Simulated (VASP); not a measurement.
Input of a VASP 6.6.1 run:

INCAR

```
ALGO     = Normal         # electronic algorithm
EDIFF    = 1E-6           # SCF threshold, eV
ENCUT    = 520            # plane-wave cutoff, eV
GGA      = CA             # functional
ISIF     = 2              # what is computed and relaxed
ISMEAR   = 0              # smearing method
LASPH    = True           # aspherical terms in the spheres
LCHARG   = True           # write CHGCAR
LELF     = True           # ELF
LREAL    = False          # projectors in reciprocal space
LVHAR    = True         
LWAVE    = False          # write WAVECAR
NBANDS   = 8              # bands
NELM     = 100            # most SCF steps
PREC     = Accurate       # precision mode
SIGMA    = 0.15           # smearing width, eV
```

The input KPOINTS:

```
k-points
0
Gamma
  20 20 20
```

The input POSCAR:

```
Al
1.0
    0.0000000000      2.0239800000      1.9227810000
    2.0239800000      0.0000000000      1.9227810000
    2.0239800000      2.0239800000      0.0000000000
Al
1
Direct
    0.0000000000      0.0000000000      0.0000000000
```

Potentials or basis: VASP PAW LDA potentials, release 64 (Al).

The run is started by

```bash
$ cat potpaw_LDA.64/Al/POTCAR > POTCAR
$ mpirun -np 1 vasp_std > vasp.out
```

Task: Predict the pressure.

Result: 0.5 GPa.

Stress tensor (GPa, compression positive):
```
-0.47  0.00  0.00
 0.00 -0.47  0.00
 0.00  0.00  2.55
```

Caveat: the cell differs from its parent crystal (strain +0.000 along x and y, -0.050 along z).
